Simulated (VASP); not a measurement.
# GaIr4 (P6/mmm) in VASP: single point with PBE

Aim: the single point of GaIr4 with PBE.

Everything below comes from runs of VASP 6.6.1. Logs are shortened: lines on timing, memory, paths and dates and some standing lists are left out, and cuts for length are marked.

## (1) The cell of the first run

The structure is hexagonal, space group P6/mmm (No. 191). The conventional cell has a = 3.923 Å, b = 3.923 Å, c = 5.484 Å, α = 90.00°, β = 90.00°, γ = 120.00°. Ga (site symmetry 6/mmm) has 14 Ir at 2.74 to 3.37 Å within 3.6 Å. Within 2.6 Å of Ir (site symmetry mmm) lie 6 Ir at 1.96 Å. Within 2.6 Å of Ir (site symmetry 6/mmm) lie 6 Ir at 1.96 Å.

The cell was built from a structure type or drawn by symmetry, and may not be a known phase.

## (2) Single point, PBE

INCAR

```
PREC = Accurate ; ENCUT = 500
EDIFF = 1E-6 ; ISMEAR = 0
SIGMA = 0.1 ; LREAL = False
LASPH = True ; NELM = 120
ALGO = Normal ; ISIF = 2
LWAVE = False ; LCHARG = False
GGA = PE ; NBANDS = 48
GGA_COMPAT = False
```

KPOINTS

```
regular mesh
0
Gamma
  6 6 4
```

POSCAR

```
GaIr4
1.0
    3.9232147800      0.0000000000      0.0000000000
   -1.9616073900      3.3976036600      0.0000000000
    0.0000000000      0.0000000000      5.4840882400
Ga Ir
1 4
Direct
    0.0000000000      0.0000000000      0.5000000000
    0.5000000000      0.0000000000      0.0000000000
    0.0000000000      0.5000000000      0.0000000000
    0.5000000000      0.5000000000      0.0000000000
    0.0000000000      0.0000000000      0.0000000000
```

Potentials or basis: VASP PAW PBE potentials, release 64 (Ga_d, Ir_sv_GW).

On the command line:

```
$ cat potpaw_PBE.64/Ga_d/POTCAR potpaw_PBE.64/Ir_sv_GW/POTCAR > POTCAR
$ mpirun -np 1 vasp_std > vasp.out
```

OUTCAR:

```text
PREC = Accurate
   ENCUT = 500
   EDIFF = 1E-6
   ISMEAR = 0
   LREAL = False
   LASPH = True
   NELM = 120
   ISIF = 2
   GGA = PE

 ion  position               nearest neighbor table
   1  0.000  0.000  0.500-   5 2.74   5 2.74
   2  0.500  0.000  0.000-   3 1.96   4 1.96   4 1.96   3 1.96   5 1.96   5 1.96
   3  0.000  0.500  0.000-   2 1.96   5 1.96   5 1.96   2 1.96   4 1.96   4 1.96
   4  0.500  0.500  0.000-   2 1.96   5 1.96   2 1.96   5 1.96   3 1.96   3 1.96
   5  0.000  0.000  0.000-   3 1.96   4 1.96   3 1.96   4 1.96   2 1.96   2 1.96   1 2.74   1 2.74

  LATTYP: Found a hexagonal cell.
 ALAT       =     3.9232147800
 C/A-ratio  =     1.3978557248

  Lattice vectors:

 A1 = (   3.9232147800,   0.0000000000,   0.0000000000)
 A2 = (  -1.9616073900,   3.3976036600,   0.0000000000)
 A3 = (   0.0000000000,   0.0000000000,   5.4840882400)

Analysis of symmetry for initial positions (statically):
=====================================================================
 Subroutine PRICEL returns:
 Original cell was already a primitive cell.

 Routine SETGRP: Setting up the symmetry group for a
 hexagonal supercell.

 Subroutine GETGRP returns: Found 24 space group operations
 (whereof 24 operations were pure point group operations)
 out of a pool of 24 trial point group operations.

The static configuration has the point symmetry D_6h.

Analysis of symmetry for dynamics (positions and initial velocities):
=====================================================================
 Subroutine PRICEL returns:
 Original cell was already a primitive cell.

 Routine SETGRP: Setting up the symmetry group for a
 hexagonal supercell.

 Subroutine GETGRP returns: Found 24 space group operations
 (whereof 24 operations were pure point group operations)
 out of a pool of 24 trial point group operations.

The dynamic configuration has the point symmetry D_6h.

 Subroutine INISYM returns: Found 24 space group operations
 (whereof 24 operations are pure point group operations),
 and found     1 'primitive' translations

----------------------------------------------------------------------------------------

                                     Primitive cell

  volume of cell :      73.1003

  direct lattice vectors                    reciprocal lattice vectors
     3.923214780  0.000000000  0.000000000     0.254893004  0.147162545  0.000000000
    -1.961607390  3.397603660  0.000000000     0.000000000  0.294325089  0.000000000
     0.000000000  0.000000000  5.484088240     0.000000000  0.000000000  0.182345717

  length of vectors
     3.923214780  3.923214777  5.484088240     0.294325089  0.294325089  0.182345717

  position of ions in fractional coordinates (direct lattice)
     0.000000000  0.000000000  0.500000000
     0.500000000  0.000000000  0.000000000
     1.000000000  0.500000000  0.000000000
     0.500000000  0.500000000  0.000000000
     0.000000000  0.000000000  0.000000000

  ion indices of the primitive-cell ions
   primitive index   ion index
                 1           1
                 2           2
                 3           3
                 4           4
                 5           5

----------------------------------------------------------------------------------------

 KPOINTS: regular mesh

Automatic generation of k-mesh.
 Grid dimensions read from file:
 generate k-points for:    6    6    4

 Generating k-lattice:

  Cartesian coordinates                     Fractional coordinates (reciprocal lattice)
     0.042482167  0.024527091  0.000000000     0.166666667  0.000000000  0.000000000
     0.000000000  0.049054182  0.000000000     0.000000000  0.166666667  0.000000000
     0.000000000  0.000000000  0.045586429     0.000000000  0.000000000  0.250000000

  Length of vectors
     0.049054181  0.049054182  0.045586429

  Shift w.r.t. Gamma in fractional coordinates (k-lattice)
     0.000000000  0.000000000  0.000000000

 Subroutine IBZKPT returns following result:
 ===========================================

 Found     21 irreducible k-points:

 Following reciprocal coordinates:
            Coordinates               Weight
  0.000000  0.000000  0.000000      1.000000
  0.166667  0.000000  0.000000      6.000000
  0.333333  0.000000  0.000000      6.000000
  0.500000  0.000000  0.000000      3.000000
  0.166667  0.166667  0.000000      6.000000
  0.333333  0.166667  0.000000     12.000000
[... 13 lines left out ...]
  0.333333  0.166667  0.500000     12.000000
  0.333333  0.333333  0.500000      2.000000
   k-points           NKPTS =     21   k-points in BZ     NKDIM =     21   number of bands    NBANDS=     48
   number of dos      NEDOS =    301   number of ions     NIONS =      5
   total plane-waves  NPLWV =  36000
   dimension x,y,z NGX =    30 NGY =   30 NGZ =   40
   dimension x,y,z NGXF=    60 NGYF=   60 NGZF=   80
   ions per type =               1   4
   NGX,Y,Z   is equivalent  to a cutoff of  12.71, 12.71, 12.13 a.u.
   NGXF,Y,Z  is equivalent  to a cutoff of  25.42, 25.42, 24.25 a.u.
 SYSTEM =  unknown system
   PREC   = accura    normal or accurate (medium, high low for compatibility)
   ISTART =      0    job   : 0-new  1-cont  2-samecut
   ICHARG =      2    charge: 1-file 2-atom 10-const
   ISPIN  =      1    spin polarized calculation?
   LNONCOLLINEAR =      F non collinear calculations
   LSORBIT =      F    spin-orbit coupling
   LASPH  =      T    aspherical Exc in radial PAW
   ENCUT  =  500.0 eV  36.75 Ry    6.06 a.u.   7.15  7.15 10.00*2*pi/ulx,y,z
   NELM   =    120;   NELMIN=  2; NELMDL= -5     # of ELM steps
   EDIFF  = 0.1E-05   stopping-criterion for ELM
   LREAL  =      F    real-space projection
[... 7 lines left out ...]
   TEBEG  =    0.0;   TEEND  =   0.0 temperature during run
   PSTRESS=    0.0 pullay stress
   NELECT =      81.0000    total number of electrons
   NUPDOWN=      -1.0000    fix difference up-down
   EMIN   =  10.00;   EMAX   =-10.00  energy-range for DOS
   EFERMI =   0.00;   METHOD = LEGACY
   ISMEAR =     0;   SIGMA  =   0.10  broadening in eV -4-tet -1-fermi 0-gaus
   EFERMI_NEDOS =   21; number of points for ismear=-14 and -15
   IALGO  =     38    algorithm
   IMIX   =      4    mixing-type and parameters
     AMIX     =   0.40;   BMIX     =  1.00
     AMIX_MAG =   1.60;   BMIX_MAG =  1.00
  volume/ion in A,a.u.               =      14.62        98.66
  Fermi-wavevector in a.u.,A,eV,Ry     =   1.694065  3.201319 39.046768  2.869857
  Thomas-Fermi vector in A             =   2.775358
   LORBIT       =      0    0 simple, 1 ext, 2 COOP (PROOUT), +10 PAW based schemes
   GGA     = PE    functional components
   LHFCALC =     F    Hartree Fock is set to
   AEXX    =    0.0000 exact exchange contribution
   IVDW    =     0    specifies the selected vdW correction
   LEPSILON=     F    determine dielectric tensor
   LRPA    =     F    only Hartree local field effects (RPA)
 non-spin polarized calculation
 Gauss-broadening in eV      SIGMA  =   0.10
  energy-cutoff  :      500.00
  volume of cell :       73.10
 maximum number of plane-waves:      1890
 NGX is ok and might be reduce to    30
   NGX = 15   NGY = 15   NGZ = 19

 number of electron      81.0000011 magnetization

 Free energy of the ion-electron system (eV)
  ---------------------------------------------------
  ext. energy  EPLUGINS =         0.00000000
  ---------------------------------------------------
  free energy    TOTEN  =        29.66316910 eV

  energy without entropy =       29.68534246  energy(sigma->0) =       29.67425578

 E-fermi :  11.9084     XC(G=0): -12.7767

 val. band max:       11.8849330127   @ k =   0.3333   0.1667   0.0000
 cond. band min:      11.9655699762   @ k =   0.3333   0.1667   0.5000
 fundamental gap:      0.0806369635
 Fermi energy:        11.9083627823

 k-point     1 :       0.0000    0.0000    0.0000
  band No.  band energies     occupation
      1     -84.7406      2.00000
      2     -82.6443      2.00000
      3     -82.5263      2.00000
      4     -82.5263      2.00000
      5     -46.6512      2.00000
      6     -46.6512      2.00000
[... 40 lines left out ...]
     47      20.8592      0.00000
     48      21.0130      0.00000

 k-point     2 :       0.1667    0.0000    0.0000
  band No.  band energies     occupation
      1     -84.6113      2.00000
      2     -82.7521      2.00000
      3     -82.5880      2.00000
      4     -82.5310      2.00000
      5     -46.3444      2.00000
      6     -46.3212      2.00000
[... 40 lines left out ...]
     47      19.1360      0.00000
     48      19.9885      0.00000

 k-point     3 :       0.3333    0.0000    0.0000
  band No.  band energies     occupation
      1     -84.2495      2.00000
      2     -83.1699      2.00000
      3     -82.6135      2.00000
      4     -82.5407      2.00000
      5     -45.5651      2.00000
      6     -45.5310      2.00000
[... 40 lines left out ...]
     47      16.0431      0.00000
     48      16.6670      0.00000

 k-point     4 :       0.5000    0.0000    0.0000
  band No.  band energies     occupation
      1     -83.7680      2.00000
      2     -83.6846      2.00000
      3     -82.6205      2.00000
      4     -82.5458      2.00000
      5     -45.0055      2.00000
      6     -44.9576      2.00000
[... 805 lines left out ...]
     47      18.9031      0.00000
     48      19.8382      0.00000

 k-point    20 :       0.3333    0.1667    0.5000
  band No.  band energies     occupation
      1     -83.9254      2.00000
      2     -83.3782      2.00000
      3     -82.9573      2.00000
      4     -82.3577      2.00000
      5     -45.1516      2.00000
      6     -44.3890      2.00000
[... 40 lines left out ...]
     47      19.2301      0.00000
     48      19.4797      0.00000

 k-point    21 :       0.3333    0.3333    0.5000
  band No.  band energies     occupation
      1     -83.5354      2.00000
      2     -83.4140      2.00000
      3     -83.4140      2.00000
      4     -82.2790      2.00000
      5     -44.0871      2.00000
      6     -44.0871      2.00000
[... 40 lines left out ...]
     47      16.2433      0.00000
     48      20.3933      0.00000

------------------------ aborting loop because EDIFF is reached ----------------------------------------

  FORCE on cell =-STRESS in cart. coord.  units (eV):
  Direction    XX          YY          ZZ          XY          YZ          ZX
  --------------------------------------------------------------------------------------
  -------------------------------------------------------------------------------------
  Total      320.8610515    320.8610507      5.2160074      0.0000000     -0.0000000      0.0000000
  in kB     7032.4774831   7032.4774666    114.3219304      0.0000000     -0.0000000      0.0000000
  external PRESSURE =    4726.4256267 kB  Pullay stress =       0.0000000 kB

 VOLUME and BASIS-vectors are now :
 -----------------------------------------------------------------------------
  energy-cutoff  :      500.00
  volume of cell :       73.10
      direct lattice vectors                 reciprocal lattice vectors
     3.923214780  0.000000000  0.000000000     0.254893004  0.147162545  0.000000000
    -1.961607390  3.397603660  0.000000000     0.000000000  0.294325089  0.000000000
     0.000000000  0.000000000  5.484088240     0.000000000  0.000000000  0.182345717

 POSITION                                       TOTAL-FORCE (eV/Angst)
 -----------------------------------------------------------------------------------
      0.00000      0.00000      2.74204        -0.000000      0.000000      0.000000
      1.96161      0.00000      0.00000        -0.000000      0.000000      0.000000
     -0.98080      1.69880      0.00000        -0.000000      0.000000      0.000000
      0.98080      1.69880      0.00000         0.000000      0.000000      0.000000
      0.00000      0.00000      0.00000        -0.000000      0.000000      0.000000
 -----------------------------------------------------------------------------------
    total drift:                                0.000000      0.000000      0.000000

  FREE ENERGIE OF THE ION-ELECTRON SYSTEM (eV)
  ---------------------------------------------------
  free  energy   TOTEN  =        29.6631691045 eV

  energy  without entropy=       29.6853424555  energy(sigma->0) =       29.67425578
```

Run time: 73 s. Hardware: 1 thread of Intel Xeon 6975P-C (Granite Rapids), shared host; peak memory 0.21 GiB.

What came out:

```
Free energy            : 29.6632 eV
Pressure               : 472.6 GPa
Band gap on the k mesh : zero (an odd number of electrons rules out a gap without spin polarisation)
```

Levels at points of the mesh, in eV from the Fermi level:
```csv
k point,band 36,band 37,band 38,band 39,band 40,band 41,band 42,band 43,band 44,band 45
"(0.00, 0.00, 0.00)",-1.77,-0.17,-0.17,-0.10,2.85,2.85,3.93,3.93,5.86,6.45
"(0.50, 0.00, 0.00)",-3.99,-3.39,-2.38,-2.31,-1.22,-1.18,-0.41,0.82,1.54,1.59
"(0.00, 0.00, 0.50)",-0.18,-0.18,-0.10,2.21,3.93,3.93,4.57,4.57,5.67,5.67
"(0.50, 0.00, 0.50)",-4.51,-3.34,-3.09,-2.19,-1.89,-1.24,-1.22,-1.18,1.58,1.71
```

Caveat: atoms lie so close that the PAW spheres overlap strongly, which falsifies energies and pressures; the cell stands under pressure; spin-orbit coupling is left out, which moves the levels of the heavy elements.
